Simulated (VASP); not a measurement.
Write the native input for VASP 6.6.1 that does the following.

```yaml
Task: molecular dynamics
Functional: PBEsol
Potentials_or_basis: VASP PAW PBE potentials, release 64 (O, H, C)
Cutoff: 520 eV
k_mesh: 1 × 1 × 1
Occupations: fermi-dirac, width 0.05 eV
Spin: no spin polarisation
Dipole_correction: no
Further_INCAR_settings: LREAL = Auto; ALGO = Normal; EDIFF = 1e-05; NBANDS = 37; ISYM = 0; IBRION = 0; POTIM = 0.5; NSW = 40
```

The structure of H8CO6 lies in POSCAR:

```
H8CO6
1.0
    5.5112720000      0.0000000000      0.0000000000
    0.0000000000      5.5112720000      0.0000000000
    0.0000000000      0.0000000000      5.5112720000
O H C
6 8 1
Direct
    0.6599816400      0.9785674400      0.4918207300
    0.5804111900      0.4044053300      0.4520833100
    0.1009770700      0.7356634000      0.5129671300
    0.8062983900      0.3079263300     -0.1086350000
    0.5685375100      0.8008398400     -0.0339654900
    0.2128050100      1.0090096300      0.0678422300
    0.5282937200      1.0744293000      0.4025005200
    0.5884692400      0.8070276700      0.5034338600
    0.5296714400      0.5477520800      0.3594299600
    0.7704903600      0.3695499600      0.4015485300
    0.0383107000      0.7658299200      0.6572743000
   -0.0469323900      0.7807433900      0.4093276400
    0.7614651000      0.4771303700     -0.1623688100
    0.8391698900      0.1855857800     -0.2350975500
    0.3969434000      0.9217292300      0.0009145200
```

One way to write it, as run:

INCAR

```
PREC     = Accurate       # precision mode
ENCUT    = 520            # plane-wave cutoff, eV
EDIFF    = 1E-5           # SCF threshold, eV
ISMEAR   = -1             # smearing method
SIGMA    = 0.05           # smearing width, eV
LREAL    = Auto         
LASPH    = True           # aspherical terms in the spheres
NELM     = 60             # most SCF steps
ALGO     = Normal         # electronic algorithm
ISIF     = 2              # what is computed and relaxed
LWAVE    = False          # write WAVECAR
LCHARG   = False          # write CHGCAR
GGA      = PS             # functional
NBANDS   = 37             # bands
IBRION   = 0              # ionic algorithm
NSW      = 40             # ionic steps
POTIM    = 0.5            # step
TEBEG    = 1500.0       
TEEND    = 1500.0       
ISYM     = 0            
NELMIN   = 4            
RANDOM_SEED= 523561 0 0   
MDALGO   = 1            
ANDERSEN_PROB= 0.0
```

KPOINTS

```
Automatic mesh
0
Gamma
  1 1 1
```

Potentials or basis: VASP PAW PBE potentials, release 64 (O, H, C).

Run with:

```bash
$ cat potpaw_PBE.64/O/POTCAR potpaw_PBE.64/H/POTCAR potpaw_PBE.64/C/POTCAR > POTCAR
$ mpirun -np 1 vasp_gam > vasp.out
```

Run time: 2.6 min on 1 thread of Intel(R) Xeon(R) 6975P-C (Granite Rapids), on a shared host, peak memory 0.26 GiB.
